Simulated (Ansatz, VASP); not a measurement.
BaZrO3 in VASP and in Ansatz

Contents of INCAR:

```
ALGO = Normal ; EDIFF = 1E-7
ENCUT = 520 ; GGA = PE
ISIF = 2 ; ISMEAR = -1
LASPH = T ; LCHARG = F
LREAL = F ; LWAVE = F
NBANDS = 51 ; NELM = 80
PREC = Accurate ; SIGMA = 0.02
```

Contents of KPOINTS:

```
k-points
0
Gamma
  6 6 6
```

POSCAR

```
BaZrO3
1.0
   -2.9725065026      2.9725065026      4.2064678606
    2.9725065026     -2.9725065026      4.2064678606
    2.9725065026      2.9725065026     -4.2064678606
Ba Zr O
2 2 6
Direct
    0.7500000000      0.2500000000      0.5000000000
    0.2500000000      0.7500000000      0.5000000000
    0.0000000000      0.0000000000      0.0000000000
    0.5000000000      0.5000000000      0.0000000000
    0.7500000000      0.7500000000      0.0000000000
    0.2500000000      0.2500000000      0.0000000000
    0.2422651600      0.7422651600      0.9845303201
    0.7577348400      0.2577348400      0.0154696799
    0.7422651600      0.7577348400      0.5000000000
    0.2577348400      0.2422651600      0.5000000000
```

Input for Ansatz:

```yaml
crystal:
  lattice:
    - [-2.9725065026, 2.9725065026, 4.2064678606]
    - [2.9725065026, -2.9725065026, 4.2064678606]
    - [2.9725065026, 2.9725065026, -4.2064678606]
  atoms:
    - { symbol: Ba, position: [0.75, 0.25, 0.5] }
    - { symbol: Ba, position: [0.25, 0.75, 0.5] }
    - { symbol: Zr, position: [0.0, 0.0, 0.0] }
    - { symbol: Zr, position: [0.5, 0.5, 0.0] }
    - { symbol: O, position: [0.75, 0.75, 0.0] }
    - { symbol: O, position: [0.25, 0.25, 0.0] }
    - { symbol: O, position: [0.24226516, 0.74226516, 0.9845303201] }
    - { symbol: O, position: [0.75773484, 0.25773484, 0.0154696799] }
    - { symbol: O, position: [0.74226516, 0.75773484, 0.5] }
    - { symbol: O, position: [0.25773484, 0.24226516, 0.5] }
kpoints:
  mp_grid: { grid: [6, 6, 6] }
  band_path:
    path:
      - [[0.0, 0.0, 0.0], [7.98401797341e-18, -7.98401797341e-18, 0.5], [0.25, 0.25, 0.25], [-3.519750912922e-18, 0.5, 3.519750912922e-18], [0.0, 0.0, 0.0], [0.5, 0.5, -0.5], [0.3748390586677, 0.6251609413323, -0.3748390586677]]
      - [[-0.3748390586677, 0.3748390586677, 0.3748390586677], [0.0, 0.0, 0.0]]
      - [[7.98401797341e-18, -7.98401797341e-18, 0.5], [-0.2496781173353, 0.2496781173353, 0.5]]
      - [[0.5, 0.5, -0.2496781173353], [0.5, 0.5, -0.5]]
    npoints: 10
hamiltonian:
  xc: pbe
scf:
  occupations: { method: fermi_dirac, width: 0.02 }
  n_extra_bands: 6
output:
  forces: true
  stress: true
  eigenvalues: true
```

Alike in both runs: task single point; functional PBE; k mesh 6 × 6 × 6; occupations fermi-dirac, width 0.02 eV; no spin polarisation.

```csv
,VASP,Ansatz
version,VASP 6.6.1,Ansatz 0.2.0
potentials or method,"VASP PAW PBE potentials, release 64 (Ba_sv, Zr_sv, O)","plane waves, PAW"
plane-wave cutoff (eV),520,420
valence electrons in the cell,80,80
```

```csv
,VASP,Ansatz,Ansatz less VASP
gap on the k mesh at the Fermi level (eV),3.18,3.23,+0.049
pressure (GPa),3.5,2.4,-1.01
rms of the force components (eV/Å),0.001,0.005,+0.0037
```

Atom by atom the forces differ by 0.004 eV/Å (rms over components). With one functional, cell and mesh, what is left measures potentials, basis and numerics.

Neither program's run includes spin-orbit coupling.
